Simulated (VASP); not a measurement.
InP, 2 atoms in the cell. It takes space group I4/mmm (No. 139, tetragonal). Conventional cell: a = 4.038 Å, b = 4.038 Å, c = 5.767 Å, α = 90.00°, β = 90.00°, γ = 90.00°. Within 3.8 Å of In (site symmetry 4/mmm) lie 6 P at 2.85 to 2.88 Å. P (site symmetry 4/mmm) has 6 In at 2.85 to 2.88 Å within 3.8 Å.  This cell differs from its parent crystal: zz strain of +1 %.

- Program: VASP 6.6.1
- Task: electric field gradients
- Functional: PBE
- Potentials or basis: VASP PAW PBE potentials, release 64 (In_d, P)
- Cutoff: 520 eV
- k mesh: 11 × 11 × 11
- Occupations: fermi-dirac, width 0.03 eV
- Spin: no spin polarisation
- Dipole correction: no
- Further INCAR settings: ALGO = Normal; EDIFF = 1e-08; NBANDS = 16

Potentials or basis: VASP PAW PBE potentials, release 64 (In_d, P).

Run with:

```sh
$ cat potpaw_PBE.64/In_d/POTCAR potpaw_PBE.64/P/POTCAR > POTCAR
$ mpirun -np 1 vasp_std > vasp.out
```

Hardware: 1 thread of Intel Xeon 8259CL (shared host).

Task: How long does it take, and how much memory?

Result: Wall time 2.3 min on 1 thread of Intel Xeon 8259CL, with other jobs on the host, peak memory 0.24 GiB. Counts: scf iterations 15, k points 126.
